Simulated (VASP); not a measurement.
Set up this calculation in VASP 6.6.1, as the native input.

```
Task                   : single point
Functional             : LDA
Potentials or basis    : VASP PAW LDA potentials, release 64 (Pd)
Cutoff                 : 520 eV
k mesh                 : 7 × 7 × 5
Occupations            : methfessel-paxton, width 0.1 eV
Spin                   : no spin polarisation
Dipole correction      : no
Further INCAR settings : ALGO = Normal; EDIFF = 1e-06; NBANDS = 17
```

The structure of Pd lies in POSCAR:

```
Pd
1.0
    1.8675670000     -5.2536270000      0.0000000000
    1.8675670000      5.2536270000      0.0000000000
    0.0000000000      0.0000000000      4.5550310000
Pd
2
Direct
    0.5851680000      0.4148320000      0.7500000000
    0.4148320000      0.5851680000      0.2500000000
```

One way to write it, as run:

INCAR

```
  PREC = Accurate
  ENCUT = 520
  EDIFF = 1E-6
  ISMEAR = 1
  SIGMA = 0.1
  LREAL = False
  LASPH = True
  NELM = 100
  ALGO = Normal
  ISIF = 2
  LWAVE = False
  LCHARG = True
  GGA = CA
  LELF = True
  LVHAR = True
  NBANDS = 17
```

KPOINTS

```
Automatic mesh
0
Gamma
  7 7 5
```

Potentials or basis: VASP PAW LDA potentials, release 64 (Pd).

The run is started by

```console
$ cat potpaw_LDA.64/Pd/POTCAR > POTCAR
$ mpirun -np 1 vasp_std > vasp.out
```

It gave:

```yaml
Pressure: -9.2 GPa
Largest_force: 1.354 eV/Å
Band_gap_on_the_k_mesh: zero (bands 10 and 11 overlap by 0.10 eV)
```

Caveat: the cell stands under tension; forces of over 1 eV/Å act on the atoms, so gaps and moduli don't describe the material at rest.

Run time: 55 s on 1 thread of AMD EPYC 7R13 Processor (Zen 3) (shared host), peak memory 0.19 GiB.
